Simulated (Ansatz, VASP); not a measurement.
This is a calculation of Mg3Ti for VASP 6.6.1.

File INCAR:

```
PREC     = Accurate       # precision mode
ENCUT    = 520            # plane-wave cutoff, eV
EDIFF    = 1E-6           # SCF threshold, eV
ISMEAR   = -1             # smearing method
SIGMA    = 0.05           # smearing width, eV
LREAL    = F              # projectors in reciprocal space
LASPH    = T              # aspherical terms in the spheres
NELM     = 60             # most SCF steps
ALGO     = Normal         # electronic algorithm
ISIF     = 2              # what is computed and relaxed
LWAVE    = F              # write WAVECAR
LCHARG   = F              # write CHGCAR
GGA      = PE             # functional
NBANDS   = 17             # bands
```

KPOINTS

```
regular mesh
0
Gamma
  9 9 9
```

Contents of POSCAR:

```
Mg3Ti
1.0
   -2.1712235157      2.1712235157      4.3184093555
    2.1712235157     -2.1712235157      4.3184093555
    2.1712235157      2.1712235157     -4.3184093555
Ti Mg
1 3
Direct
    0.0000000000      0.0000000000      0.0000000000
    0.7500000000      0.2500000000      0.5000000000
    0.2500000000      0.7500000000      0.5000000000
    0.5000000000      0.5000000000      0.0000000000
```

Potentials or basis: VASP PAW PBE potentials, release 64 (Ti_sv, Mg).

The run is started by

```console
$ cat potpaw_PBE.64/Ti_sv/POTCAR potpaw_PBE.64/Mg/POTCAR > POTCAR
$ mpirun -np 1 vasp_std > vasp.out
```

**Question.** Set up the same calculation for Ansatz 0.2.0. Potentials there: Ansatz PAW.

**Answer.** As run (the cutoff follows the program's own potentials):

Contents of input.yaml:

```yaml
crystal:
  lattice:
    - [-2.1712235157, 2.1712235157, 4.3184093555]
    - [2.1712235157, -2.1712235157, 4.3184093555]
    - [2.1712235157, 2.1712235157, -4.3184093555]
  atoms:
    - { symbol: Ti, position: [0.0, 0.0, 0.0] }
    - { symbol: Mg, position: [0.75, 0.25, 0.5] }
    - { symbol: Mg, position: [0.25, 0.75, 0.5] }
    - { symbol: Mg, position: [0.5, 0.5, 0.0] }
hamiltonian:
  xc: pbe
  pseudopotentials: { kind: paw }
kpoints:
  mp_grid: { grid: [9, 9, 9] }
scf:
  occupations: { method: fermi_dirac, width: 0.05 }
output:
  forces: true
  stress: true
  eigenvalues: true
```

Potentials or basis: Ansatz PAW.

Run with:

```bash
$ ansatz run input.yaml --threads 2 --pin off --max-ram 5120MiB --backend cpu --events-out ev --progress --plain --runs-dir out
```

Both were run:

|  | VASP | Ansatz | Ansatz less VASP |
| --- | --- | --- | --- |
| gap on the k mesh at the Fermi level (eV) | none | none | - |
| pressure (GPa) | 1.5 | 1.5 | +0.05 |
| traceless stress, the component that is largest in VASP (GPa) | -0.75 | -0.74 | +0.017 |

A gap of «none» marks a metal or a gap that the smearing closes. VASP's potentials hold 18 valence electrons a cell and Ansatz's 42, so a difference there can come from the potentials and not from the codes.
